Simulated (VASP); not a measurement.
Here is a VASP 6.6.1 calculation.

Contents of INCAR:

```
SYSTEM = Al2GaSb3
PREC = Accurate
ENCUT = 520
EDIFF = 1E-7
ISMEAR = 0
SIGMA = 0.1
LREAL = .False.
LASPH = .True.
NELM = 80
ALGO = Normal
ISIF = 2
LWAVE = .False.
LCHARG = .False.
GGA = PE
NBANDS = 46
```

Contents of KPOINTS:

```
regular mesh
0
Gamma
  6 6 1
  0 0 0
```

File POSCAR:

```
Al2GaSb3
1.0
    4.3858988000      0.0000000000      0.0000000000
   -2.1929494000      3.7982998000      0.0000000000
    0.0000000000      0.0000000000     21.6724458000
Al Ga Sb
4 2 6
Direct
    0.0000000000      0.0000000000      0.1667870000
    0.6666667000      0.3333333000      0.9998820000
    0.6666667000      0.3333333000      0.3335250000
    0.6666667000      0.3333333000      0.6666060000
    0.0000000000      0.0000000000      0.5004350000
    0.0000000000      0.0000000000      0.8336380000
    0.0000000000      0.0000000000      0.2915540000
    0.0000000000      0.0000000000      0.6249450000
    0.0000000000      0.0000000000      0.9581500000
    0.6666667000      0.3333333000      0.1247310000
    0.6666667000      0.3333333000      0.4583900000
    0.6666667000      0.3333333000      0.7915590000
```

Potentials or basis: VASP PAW PBE potentials, release 64 (Al, Ga_d, Sb).

Run with:

```console
$ cat potpaw_PBE.64/Al/POTCAR potpaw_PBE.64/Ga_d/POTCAR potpaw_PBE.64/Sb/POTCAR > POTCAR
$ mpirun -np 1 vasp_std > vasp.out
```

(1) Estimate the band gap on the k mesh.

(2) Predict the pressure.

(3) Estimate the largest force.

Results:

(1) 0.25 eV.

(2) 0.1 GPa.

(3) 0.012 eV/Å.

Caveat: spin-orbit coupling is left out, which moves the levels of the heavy elements.
